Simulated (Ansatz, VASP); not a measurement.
## One calculation of HfN, two programs

INCAR

```
PREC     = Accurate       # precision mode
ENCUT    = 520            # plane-wave cutoff, eV
EDIFF    = 1E-6           # SCF threshold, eV
ISMEAR   = -1             # smearing method
SIGMA    = 0.03           # smearing width, eV
LREAL    = F              # projectors in reciprocal space
LASPH    = T              # aspherical terms in the spheres
NELM     = 60             # most SCF steps
ALGO     = Normal         # electronic algorithm
ISIF     = 2              # what is computed and relaxed
LWAVE    = F              # write WAVECAR
LCHARG   = F              # write CHGCAR
NBANDS   = 14             # bands
```

File KPOINTS:

```
Automatic mesh
0
Gamma
  9 9 9
```

The input POSCAR:

```
HfN
1.0
    0.0000000000      2.2560000000      2.2560000000
    2.2560000000      0.0000000000      2.2560000000
    2.2560000000      2.2560000000      0.0000000000
Hf N
1 1
Direct
    0.0000000000      0.0000000000      0.0000000000
    0.5000000000      0.5000000000      0.5000000000
```

Input for Ansatz:

```yaml
crystal:
  lattice:
    - [0.0, 2.256, 2.256]
    - [2.256, 0.0, 2.256]
    - [2.256, 2.256, 0.0]
  atoms:
    - { symbol: Hf, position: [0.0, 0.0, 0.0] }
    - { symbol: "N", position: [0.5, 0.5, 0.5] }
kpoints:
  mp_grid: { grid: [9, 9, 9] }
scf:
  occupations: { method: fermi_dirac, width: 0.03 }
hamiltonian:
  xc: lda
  pseudopotentials: { kind: all_electron, lapw: { basis_error: 0.001 } }
output:
  forces: true
  stress: true
  eigenvalues: true
  populations: true
```

Alike in both runs: task single point; functional LDA; k mesh 9 × 9 × 9; occupations fermi-dirac, width 0.03 eV; no spin polarisation.

|  | VASP | Ansatz |
| --- | --- | --- |
| version | VASP 6.6.1 | Ansatz 0.2.0 |
| potentials or method | VASP PAW LDA potentials, release 64 (Hf_pv, N), cutoff 520 eV | all-electron LAPW, scalar-relativistic |

Ansatz gave:

| Item | Value |
| --- | --- |
| pressure (GPa) | -8.2 |

Estimate VASP's values.

pressure (GPa): -9.6.

LDA's correlation is that of Perdew and Zunger in VASP and of Perdew and Wang (1992) in Ansatz. Ansatz ran all-electron here, and VASP with PAW potentials.

Neither program's run includes spin-orbit coupling.
